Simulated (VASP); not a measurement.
Crystal: Mo.

```
Mo
1.0
     2.55297    0.00000    0.00000
     0.00000    2.55297    0.00000
     0.00000    0.00000    2.55297
Mo
1
Direct
  0.00000 0.00000 0.00000
```

* Program: VASP 6.6.1
* Task: relaxation of cell and atoms
* Functional: PBE
* Potentials or basis: VASP PAW PBE potentials, release 64 (Mo_sv)
* Cutoff: 600 eV
* k mesh: 6 × 6 × 6
* Occupations: gaussian, width 0.1 eV
* Spin: no spin polarisation

At the start: pressure 11.7 GPa; volume 16.64 Å³/atom.

Question: How do energy, volume and symmetry change on relaxing?

Answer: Over 4 steps the energy falls by 31.8 meV/atom and the volume is 17.55 Å³/atom (+5.5 %); space group Pm-3m (No. 221, to 0.05 Å).

The path:
| step | energy change (eV) | largest force (eV/Å) | pressure (GPa) | volume (Å³) |
| --- | --- | --- | --- | --- |
| 1 | 0.0000 | 0.0000 | 11.71 | 16.64 |
| 2 | 0.1039 | 0.0000 | -17.83 | 19.74 |
| 3 | -0.0318 | 0.0000 | -0.44 | 17.59 |
| 4 | -0.0318 | 0.0000 | -0.02 | 17.55 |

Final structure:
```
Mo
1.0
     2.59886    0.00000    0.00000
     0.00000    2.59886    0.00000
     0.00000    0.00000    2.59886
Mo
1
Direct
  0.00000 0.00000 0.00000
```

Caveat: the k points lie up to 0.40 Å⁻¹ apart in the final cell.
